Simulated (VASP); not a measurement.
Input of a VASP 6.6.1 run:

INCAR

```
SYSTEM = LiH
ALGO     = Normal         ! electronic algorithm
EDIFF    = 1E-6           ! SCF threshold, eV
ENCUT    = 520            ! plane-wave cutoff, eV
GGA      = PE             ! functional
ISIF     = 2              ! what is computed and relaxed
ISMEAR   = -1             ! smearing method
LASPH    = .TRUE.         ! aspherical terms in the spheres
LCHARG   = .FALSE.        ! write CHGCAR
LREAL    = .FALSE.        ! projectors in reciprocal space
LWAVE    = .FALSE.        ! write WAVECAR
NBANDS   = 9              ! bands
NELM     = 80             ! most SCF steps
PREC     = Accurate       ! precision mode
SIGMA    = 0.03           ! smearing width, eV
```

KPOINTS

```
k-points
0
G
  11 11 11
  0 0 0
```

The input POSCAR:

```
LiH
1.0
    0.0000000000      2.0636910806      1.9715250000
    2.0636910806      0.0000000000      1.9715250000
    2.0636910806      2.0636910806      0.0000000000
Li H
1 1
Direct
    0.0000000000      0.0000000000      0.0000000000
    0.5000000000      0.5000000000      0.5000000000
```

Potentials or basis: VASP PAW PBE potentials, release 64 (Li_sv, H).

Command:

```console
$ cat potpaw_PBE.64/Li_sv/POTCAR potpaw_PBE.64/H/POTCAR > POTCAR
$ mpirun -np 1 vasp_std > vasp.out
```

(1) Estimate the band gap on the k mesh.

Results:

(1) 2.80 eV (least direct gap 3.11 eV).

Caveat: an odd mesh through Γ misses points on the zone boundary, where band edges can lie.
